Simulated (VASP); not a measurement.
# C (P6_3/mmc) in VASP: further runs, part 2 of 2

VASP 6.6.1. The steps go on from the part before.

### 3 Single point, LDA

The COD entry that gives the cell may itself be a prediction, so a difference from it is no test against experiment.

Contents of INCAR:

```
  ALGO = Normal
  EDIFF = 1E-7
  ENCUT = 520
  ISIF = 2
  ISMEAR = -1
  LASPH = T
  LCHARG = F
  LREAL = F
  LWAVE = F
  NBANDS = 26
  NELM = 80
  PREC = Accurate
  SIGMA = 0.05
```

Contents of KPOINTS:

```
k-points
0
Gamma
  12 12 4
```

Contents of POSCAR:

```
C
1.0
    2.4706141248      0.0000000000      0.0000000000
   -1.2353070624      2.1396145950      0.0000000000
    0.0000000000      0.0000000000      8.0689487361
C
8
Direct
    0.6666666667      0.3333333333      0.8437500000
    0.3333333333      0.6666666667      0.3437500000
    0.6666666667      0.3333333333      0.6562500000
    0.3333333333      0.6666666667      0.1562500000
    0.0000000000      0.0000000000      0.9062500000
    0.0000000000      0.0000000000      0.4062500000
    0.0000000000      0.0000000000      0.5937500000
    0.0000000000      0.0000000000      0.0937500000
```

Potentials or basis: VASP PAW LDA potentials, release 64 (C).

The run is started by

```
$ cat potpaw_LDA.64/C/POTCAR > POTCAR
$ mpirun -np 1 vasp_std > vasp.out
```

OUTCAR:

```text
EDIFF = 1E-7
   ENCUT = 520
   ISIF = 2
   ISMEAR = -1
   LASPH = T
   LREAL = F
   NELM = 80
   PREC = Accurate

 ion  position               nearest neighbor table
   1  0.667  0.333  0.844-   3 1.51   5 1.51   5 1.51   5 1.51
   2  0.333  0.667  0.344-   4 1.51   6 1.51   6 1.51   6 1.51
   3  0.667  0.333  0.656-   1 1.51   7 1.51   7 1.51   7 1.51
   4  0.333  0.667  0.156-   2 1.51   8 1.51   8 1.51   8 1.51
   5  0.000  0.000  0.906-   8 1.51   1 1.51   1 1.51   1 1.51
   6  0.000  0.000  0.406-   7 1.51   2 1.51   2 1.51   2 1.51
   7  0.000  0.000  0.594-   6 1.51   3 1.51   3 1.51   3 1.51
   8  0.000  0.000  0.094-   5 1.51   4 1.51   4 1.51   4 1.51

  LATTYP: Found a hexagonal cell.
 ALAT       =     2.4706141248
 C/A-ratio  =     3.2659688355

  Lattice vectors:

 A1 = (   2.4706141248,   0.0000000000,   0.0000000000)
 A2 = (  -1.2353070624,   2.1396145950,   0.0000000000)
 A3 = (   0.0000000000,   0.0000000000,   8.0689487361)

Analysis of symmetry for initial positions (statically):
=====================================================================
 Subroutine PRICEL returns:
 Original cell was already a primitive cell.

 Routine SETGRP: Setting up the symmetry group for a
 hexagonal supercell.

 Subroutine GETGRP returns: Found 24 space group operations
 (whereof 12 operations were pure point group operations)
 out of a pool of 24 trial point group operations.

The static configuration has the point symmetry D_3d.
 The point group associated with its full space group is D_6h.

Analysis of symmetry for dynamics (positions and initial velocities):
=====================================================================
 Subroutine PRICEL returns:
 Original cell was already a primitive cell.

 Routine SETGRP: Setting up the symmetry group for a
 hexagonal supercell.

 Subroutine GETGRP returns: Found 24 space group operations
 (whereof 12 operations were pure point group operations)
 out of a pool of 24 trial point group operations.

The dynamic configuration has the point symmetry D_3d.
 The point group associated with its full space group is D_6h.

 Subroutine INISYM returns: Found 24 space group operations
 (whereof 12 operations are pure point group operations),
 and found     1 'primitive' translations

----------------------------------------------------------------------------------------

                                     Primitive cell

  volume of cell :      42.6538

  direct lattice vectors                    reciprocal lattice vectors
     2.470614125  0.000000000  0.000000000     0.404757663  0.233686946  0.000000000
    -1.235307062  2.139614595  0.000000000     0.000000000  0.467373892  0.000000000
     0.000000000  0.000000000  8.068948736     0.000000000  0.000000000  0.123931882

  length of vectors
     2.470614125  2.470614125  8.068948736     0.467373892  0.467373892  0.123931882

  position of ions in fractional coordinates (direct lattice)
     0.666666667  0.333333333  0.843750000
     0.333333333  0.666666667  0.343750000
     0.666666667  0.333333333  0.656250000
     0.333333333  0.666666667  0.156250000
     0.000000000  0.000000000  0.906250000
[... 36 lines left out ...]
 Subroutine IBZKPT returns following result:
 ===========================================

 Found     57 irreducible k-points:

 Following reciprocal coordinates:
            Coordinates               Weight
  0.000000  0.000000  0.000000      1.000000
  0.083333 -0.000000  0.000000      6.000000
  0.166667  0.000000  0.000000      6.000000
  0.250000 -0.000000  0.000000      6.000000
  0.333333 -0.000000  0.000000      6.000000
  0.416667 -0.000000  0.000000      6.000000
[... 16 lines left out ...]
  0.250000 -0.000000  0.250000     12.000000
  0.333333 -0.000000  0.250000     12.000000
 [... further k-points ...]
   k-points           NKPTS =     57   k-points in BZ     NKDIM =     57   number of bands    NBANDS=     26
   number of dos      NEDOS =    301   number of ions     NIONS =      8
   total plane-waves  NPLWV =  19440
   dimension x,y,z NGX =    18 NGY =   18 NGZ =   60
   dimension x,y,z NGXF=    36 NGYF=   36 NGZF=  120
   ions per type =               8
   NGX,Y,Z   is equivalent  to a cutoff of  12.11, 12.11, 12.36 a.u.
   NGXF,Y,Z  is equivalent  to a cutoff of  24.22, 24.22, 24.72 a.u.
 SYSTEM =  unknown system
   PREC   = accura    normal or accurate (medium, high low for compatibility)
   ISTART =      0    job   : 0-new  1-cont  2-samecut
   ICHARG =      2    charge: 1-file 2-atom 10-const
   ISPIN  =      1    spin polarized calculation?
   LNONCOLLINEAR =      F non collinear calculations
   LSORBIT =      F    spin-orbit coupling
   LASPH  =      T    aspherical Exc in radial PAW
   ENCUT  =  520.0 eV  38.22 Ry    6.18 a.u.   4.59  4.59 15.00*2*pi/ulx,y,z
   NELM   =     80;   NELMIN=  2; NELMDL= -5     # of ELM steps
   EDIFF  = 0.1E-06   stopping-criterion for ELM
   LREAL  =      F    real-space projection
   EDIFFG = 0.1E-05   stopping-criterion for IOM
   NSW    =      0    number of steps for IOM
   IBRION =     -1    ionic relax: 0-MD 1-quasi-New 2-CG
   NFREE  =      0    steps in history (QN), initial steepest desc. (CG)
   ISIF   =      2    stress and relaxation
   ISYM   =      2    0-nonsym 1-usesym 2-fastsym
   POTIM  = 0.5000    time-step for ionic-motion
   TEBEG  =    0.0;   TEEND  =   0.0 temperature during run
   PSTRESS=    0.0 pullay stress
   NELECT =      32.0000    total number of electrons
   NUPDOWN=      -1.0000    fix difference up-down
   EMIN   =  10.00;   EMAX   =-10.00  energy-range for DOS
   EFERMI =   0.00;   METHOD = LEGACY
   ISMEAR =    -1;   SIGMA  =   0.05  broadening in eV -4-tet -1-fermi 0-gaus
   EFERMI_NEDOS =   21; number of points for ismear=-14 and -15
   IALGO  =     38    algorithm
   IMIX   =      4    mixing-type and parameters
     AMIX     =   0.40;   BMIX     =  1.00
     AMIX_MAG =   1.60;   BMIX_MAG =  1.00
  volume/ion in A,a.u.               =       5.33        35.98
  Fermi-wavevector in a.u.,A,eV,Ry     =   1.487553  2.811067 30.107147  2.212813
  Thomas-Fermi vector in A             =   2.600699
   LORBIT       =      0    0 simple, 1 ext, 2 COOP (PROOUT), +10 PAW based schemes
   GGA     = CA    functional components
   LHFCALC =     F    Hartree Fock is set to
   AEXX    =    0.0000 exact exchange contribution
   IVDW    =     0    specifies the selected vdW correction
   LEPSILON=     F    determine dielectric tensor
   LRPA    =     F    only Hartree local field effects (RPA)
 non-spin polarized calculation
  energy-cutoff  :      520.00
  volume of cell :       42.65
 maximum number of plane-waves:      1166
   NGX =  9   NGY =  9   NGZ = 31

 number of electron      31.9999991 magnetization

 Free energy of the ion-electron system (eV)
  ---------------------------------------------------
  ext. energy  EPLUGINS =         0.00000000
  ---------------------------------------------------
  free energy    TOTEN  =       -80.79453976 eV

  energy without entropy =      -80.79453976  energy(sigma->0) =      -80.79453976

 E-fermi :  11.7185     XC(G=0): -13.7980

 val. band max:       10.8002001344   @ k =   0.0000   0.0000   0.0000
 cond. band min:      15.3304929526   @ k =   0.4167  -0.0000   0.0000
 fundamental gap:      4.5302928182
 Fermi energy:        11.7184691688

 k-point     1 :       0.0000    0.0000    0.0000
  band No.  band energies     occupation
      1     -11.5235      2.00000
      2      -9.7577      2.00000
      3      -9.7052      2.00000
      4      -5.2811      2.00000
      5      -3.4322      2.00000
      6       3.8061      2.00000
[... 685 lines left out ...]
     25      21.6150      0.00000
     26      23.9580      0.00000

 [... further k-points ...]
[... 5 lines left out ...]
  --------------------------------------------------------------------------------------
  -------------------------------------------------------------------------------------
  Total        3.6278026      3.6278026      7.5358406      0.0000000     -0.0000000      0.0000000
  in kB      136.2689172    136.2689172    283.0641425      0.0000000     -0.0000000      0.0000000
  external PRESSURE =     185.2006589 kB  Pullay stress =       0.0000000 kB

 VOLUME and BASIS-vectors are now :
 -----------------------------------------------------------------------------
  energy-cutoff  :      520.00
  volume of cell :       42.65
      direct lattice vectors                 reciprocal lattice vectors
     2.470614125  0.000000000  0.000000000     0.404757663  0.233686946  0.000000000
    -1.235307062  2.139614595  0.000000000     0.000000000  0.467373892  0.000000000
     0.000000000  0.000000000  8.068948736     0.000000000  0.000000000  0.123931882

 POSITION                                       TOTAL-FORCE (eV/Angst)
 -----------------------------------------------------------------------------------
      1.23531      0.71320      6.80818         0.000000      0.000000      0.361553
     -0.00000      1.42641      2.77370        -0.000000      0.000000      0.361553
      1.23531      0.71320      5.29525         0.000000     -0.000000     -0.361553
     -0.00000      1.42641      1.26077        -0.000000      0.000000     -0.361553
      0.00000      0.00000      7.31248        -0.000000     -0.000000      0.374027
      0.00000      0.00000      3.27801         0.000000     -0.000000      0.374027
      0.00000      0.00000      4.79094        -0.000000      0.000000     -0.374027
      0.00000      0.00000      0.75646         0.000000      0.000000     -0.374027
 -----------------------------------------------------------------------------------
    total drift:                                0.000000      0.000000      0.000000

  FREE ENERGIE OF THE ION-ELECTRON SYSTEM (eV)
  ---------------------------------------------------
  free  energy   TOTEN  =       -80.7945397581 eV

  energy  without entropy=      -80.7945397580  energy(sigma->0) =      -80.79453976
```

Wall time 33 s (1 thread of AMD EPYC 9R45 (Zen 5), shared host); peak memory 0.12 GiB.

Results:

- Free energy: -80.7945 eV
- Pressure: 18.5 GPa
- Largest force: 0.374 eV/Å
- Band gap on the k mesh: 4.53 eV, indirect (least direct gap 5.27 eV)

Forces in eV/Å, atoms in the order of the input:
```
C    0.000  0.000  0.362
C    0.000  0.000  0.362
C    0.000  0.000 -0.362
C    0.000  0.000 -0.362
C    0.000  0.000  0.374
C    0.000  0.000  0.374
C    0.000  0.000 -0.374
C    0.000  0.000 -0.374
```

Levels at points of the mesh, in eV from the valence-band top:
```csv
k point,band 13,band 14,band 15,band 16,band 17,band 18,band 19,band 20
"(0.00, 0.00, 0.00)",-1.84,-0.24,0.00,0.00,5.27,5.27,5.83,7.14
"(0.50, 0.00, 0.00)",-5.31,-4.76,-3.93,-3.09,4.56,5.80,5.97,6.11
"(0.00, 0.00, 0.50)",-0.72,-0.72,-0.72,-0.72,6.10,6.10,6.10,6.10
"(0.50, 0.00, 0.50)",-4.97,-4.97,-3.87,-3.87,4.92,4.92,7.20,7.20
```

A k mesh can miss the band edges. Expect the measured gap to be larger: semilocal functionals such as LDA lack the derivative discontinuity.

### 4 Single point, BLYP+D4

This run uses another cell than the first one, of 5.45 Å³/atom, 1.021 times its volume.

Contents of INCAR:

```
SYSTEM = C
AGGAC    = 1.0          
AGGAX    = 1.0          
ALDAC    = 0.0          
ALDAX    = 1.0          
ALGO     = Normal         ! electronic algorithm
EDIFF    = 1E-7           ! SCF threshold, eV
ENCUT    = 520            ! plane-wave cutoff, eV
GGA      = B5             ! functional
ISIF     = 2              ! what is computed and relaxed
ISMEAR   = -1             ! smearing method
IVDW     = 13             ! dispersion correction
LASPH    = .True.         ! aspherical terms in the spheres
LCHARG   = .False.        ! write CHGCAR
LREAL    = .False.        ! projectors in reciprocal space
LWAVE    = .False.        ! write WAVECAR
NBANDS   = 26             ! bands
NELM     = 60             ! most SCF steps
PREC     = Accurate       ! precision mode
SIGMA    = 0.05           ! smearing width, eV
VDW_A1   = 0.44488865   
VDW_A2   = 4.0933009    
VDW_S6   = 1.0          
VDW_S8   = 2.34076671
```

Contents of KPOINTS:

```
k-points
0
Gamma
  12 12 4
  0 0 0
```

POSCAR, as its differences from that of step 3:

```diff
@@ -2,5 +2,5 @@
 1.0
-    2.4706141248      0.0000000000      0.0000000000
-   -1.2353070624      2.1396145950      0.0000000000
-    0.0000000000      0.0000000000      8.0689487361
+    2.4880133891      0.0000000000      0.0000000000
+   -1.2440066945      2.1546827999      0.0000000000
+    0.0000000000      0.0000000000      8.1257741910
 C
```

Potentials or basis: VASP PAW PBE potentials, release 64 (C).

The run is started by

```
$ cat potpaw_PBE.64/C/POTCAR > POTCAR
$ mpirun -np 1 vasp_std > vasp.out
```

Run time: 53 s. Hardware: 1 thread of AMD EPYC 9R45 (Zen 5), shared host; peak memory 0.15 GiB.

Results (log left out):

- Free energy: -69.9542 eV
- Pressure: 20.7 GPa
- Largest force: 0.363 eV/Å
- Band gap on the k mesh: 4.87 eV, indirect (least direct gap 5.45 eV)
- Dispersion energy per atom: -0.431 eV

Forces in eV/Å, atoms in the order of the input:
```
C    0.000  0.000  0.333
C    0.000  0.000  0.333
C    0.000  0.000 -0.333
C    0.000  0.000 -0.333
C    0.000  0.000  0.363
C    0.000  0.000  0.363
C    0.000  0.000 -0.363
C    0.000  0.000 -0.363
```

Stress tensor (GPa, compression positive):
```
16.12  0.00  0.00
 0.00 16.12  0.00
 0.00  0.00 29.86
```

Levels at points of the mesh, in eV from the valence-band top:
| k point | band 13 | band 14 | band 15 | band 16 | band 17 | band 18 | band 19 | band 20 |
| --- | --- | --- | --- | --- | --- | --- | --- | --- |
| (0.00, 0.00, 0.00) | -1.77 | -0.23 | 0.00 | 0.00 | 5.45 | 5.45 | 5.99 | 7.31 |
| (0.50, 0.00, 0.00) | -5.09 | -4.61 | -3.76 | -2.99 | 4.93 | 6.11 | 6.29 | 6.46 |
| (0.00, 0.00, 0.50) | -0.69 | -0.69 | -0.69 | -0.69 | 6.25 | 6.25 | 6.25 | 6.25 |
| (0.50, 0.00, 0.50) | -4.77 | -4.77 | -3.72 | -3.72 | 5.28 | 5.28 | 7.57 | 7.57 |

Caveat: the PAW data sets were made with another functional, which shifts forces and pressure a little.

### 5 Single point, LDA

This run uses another cell than the first one, of 5.45 Å³/atom, 1.021 times its volume.

Contents of INCAR:

```
  PREC = Accurate
  ENCUT = 520
  EDIFF = 1E-6
  ISMEAR = -1
  SIGMA = 0.05
  LREAL = F
  LASPH = T
  NELM = 60
  ALGO = Normal
  ISIF = 2
  LWAVE = F
  LCHARG = F
  GGA = CA
  NBANDS = 26
```

Contents of KPOINTS:

```
Automatic mesh
0
Gamma
  12 12 4
```

POSCAR is that of step 4.

Potentials or basis: VASP PAW LDA potentials, release 64 (C).

The run is started by

```
$ cat potpaw_LDA.64/C/POTCAR > POTCAR
$ mpirun -np 1 vasp_std > vasp.out
```

Run time: 32 s. Hardware: 1 thread of AMD EPYC 9R45 (Zen 5), shared host; peak memory 0.13 GiB.

It converged, with:

- Free energy: -80.8703 eV
- Pressure: 7.7 GPa
- Largest force: 0.359 eV/Å
- Band gap on the k mesh: 4.48 eV, indirect (least direct gap 5.22 eV)

Forces in eV/Å, atoms in the order of the input:
```
C    0.000  0.000  0.349
C    0.000  0.000  0.349
C    0.000  0.000 -0.349
C    0.000  0.000 -0.349
C    0.000  0.000  0.359
C    0.000  0.000  0.359
C    0.000  0.000 -0.359
C    0.000  0.000 -0.359
```

Stress tensor (GPa, compression positive):
```
 3.06  0.00  0.00
 0.00  3.06  0.00
 0.00  0.00 16.96
```

Levels at points of the mesh, in eV from the valence-band top:
```
           k point  band 12  band 13  band 14  band 15  band 16  band 17  band 18  band 19  band 20  band 21
(0.00, 0.00, 0.00)    -1.80    -1.80    -0.24     0.00     0.00     5.22     5.22     5.77     7.07     7.07
(0.50, 0.00, 0.00)    -5.22    -5.20    -4.68    -3.85    -3.03     4.51     5.73     5.91     6.06     7.21
(0.00, 0.00, 0.50)    -2.60    -0.71    -0.71    -0.71    -0.71     6.04     6.04     6.04     6.04     6.88
(0.50, 0.00, 0.50)    -6.30    -4.88    -4.88    -3.79    -3.79     4.87     4.87     7.14     7.14     7.70
```

A k mesh can miss the band edges.

### 6 Summary

```tsv
level	potentials or basis	cell	gap on the mesh (eV)	pressure (GPa)	largest force (eV/Å)
BLYP+D4	VASP PAW PBE potentials, release 64 (C)	a = 2.471, b = 2.471, c = 8.069 Å, angles 90.0, 90.0, 120.0°, 8 atoms	4.92	31.7	0.38
LDA	VASP PAW LDA potentials, release 64 (C)	a = 2.471, b = 2.471, c = 8.069 Å, angles 90.0, 90.0, 120.0°, 8 atoms	4.53	18.5	0.37
BLYP+D4	VASP PAW PBE potentials, release 64 (C)	a = 2.488, b = 2.488, c = 8.126 Å, angles 90.0, 90.0, 120.0°, 8 atoms	4.87	20.7	0.36
LDA	VASP PAW LDA potentials, release 64 (C)	a = 2.488, b = 2.488, c = 8.126 Å, angles 90.0, 90.0, 120.0°, 8 atoms	4.48	7.7	0.36
```

Alike in all rows: task single point; no spin polarisation; k mesh 12 × 12 × 4; cutoff (eV) 520; smearing fermi-dirac 0.05 eV.

Caveats: the PAW data sets were made with another functional, which shifts forces and pressure a little (some runs).

Absolute energies hang on the potentials; compare differences alone.
